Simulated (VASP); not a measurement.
Crystal: Si.

```
Si
1.0
     2.76389    0.00000    0.00000
     0.00000    2.76389    0.00000
     0.00000    0.00000    2.76389
Si
1
Direct
  0.00000 0.00000 0.00000
```

This isn't the form of Si at room conditions, which is diamond.

```yaml
Program: VASP 6.6.1
Task: relaxation of cell and atoms
Functional: r2SCAN
Potentials_or_basis: VASP PAW PBE potentials, release 64 (Si)
Cutoff: 550 eV
k_mesh: 6 × 6 × 6
Occupations: gaussian, width 0.1 eV
Spin: no spin polarisation
```

At the start: pressure -16.1 GPa; volume 21.11 Å³/atom.

Q: How do energy, volume and symmetry change on relaxing?

A: Over 3 steps the energy falls by 331.2 meV/atom and the volume is 15.99 Å³/atom (-24.3 %); space group Pm-3m (No. 221, to 0.1 Å) before and after.

Step by step:
```csv
step,energy change (eV),largest force (eV/Å),pressure (GPa),volume (Å³)
1,0.0000,0.0000,-16.06,21.11
2,-0.3197,0.0000,5.42,15.28
3,-0.3312,0.0000,0.03,15.99
```

Final structure:
```
Si
1.0
     2.51906    0.00000    0.00000
     0.00000    2.51906    0.00000
     0.00000    0.00000    2.51906
Si
1
Cartesian
  0.0000 0.0000 0.0000
```

Caveat: the k points lie up to 0.42 Å⁻¹ apart in the final cell, too coarse for converged energies and pressures of a metal; the volume moved by over 15 % at a fixed basis, so the end points are rough; the PAW data sets were made with another functional, which shifts forces and pressure a little.
